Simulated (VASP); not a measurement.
A run of VASP 6.6.1 is set up as follows.

The input INCAR:

```
SYSTEM = CdTe
ALGO     = Normal         ! electronic algorithm
EDIFF    = 1E-7           ! SCF threshold, eV
ENCUT    = 520            ! plane-wave cutoff, eV
GGA      = PE             ! functional
ISIF     = 2              ! what is computed and relaxed
ISMEAR   = -1             ! smearing method
LASPH    = .TRUE.         ! aspherical terms in the spheres
LCHARG   = .TRUE.         ! write CHGCAR
LELF     = .TRUE.         ! ELF
LREAL    = .FALSE.        ! projectors in reciprocal space
LVHAR    = .TRUE.       
LWAVE    = .FALSE.        ! write WAVECAR
NBANDS   = 16             ! bands
NELM     = 80             ! most SCF steps
PREC     = Accurate       ! precision mode
SIGMA    = 0.05           ! smearing width, eV
```

Contents of KPOINTS:

```
k-points
0
G
  11 11 11
  0 0 0
```

File POSCAR:

```
CdTe
1.0
    3.7856946592      0.0000000000      0.0000000000
    0.0000000000      3.7856946592      0.0000000000
    0.0000000000      0.0000000000      3.7856946592
Cd Te
1 1
Direct
    0.0000000000      0.0000000000      0.0000000000
    0.5000000000      0.5000000000      0.5000000000
```

Potentials or basis: VASP PAW PBE potentials, release 64 (Cd, Te).

Launch:

```sh
$ cat potpaw_PBE.64/Cd/POTCAR potpaw_PBE.64/Te/POTCAR > POTCAR
$ mpirun -np 1 vasp_std > vasp.out
```

(1) Estimate the pressure.

(2) Predict the band gap on the k mesh.

Answers

(1) 0.1 GPa.

(2) zero (band 9 reaches 5.14 eV, above the bottom of band 10 at 3.71 eV).

Caveat: spin-orbit coupling is left out, which moves the levels of the heavy elements.
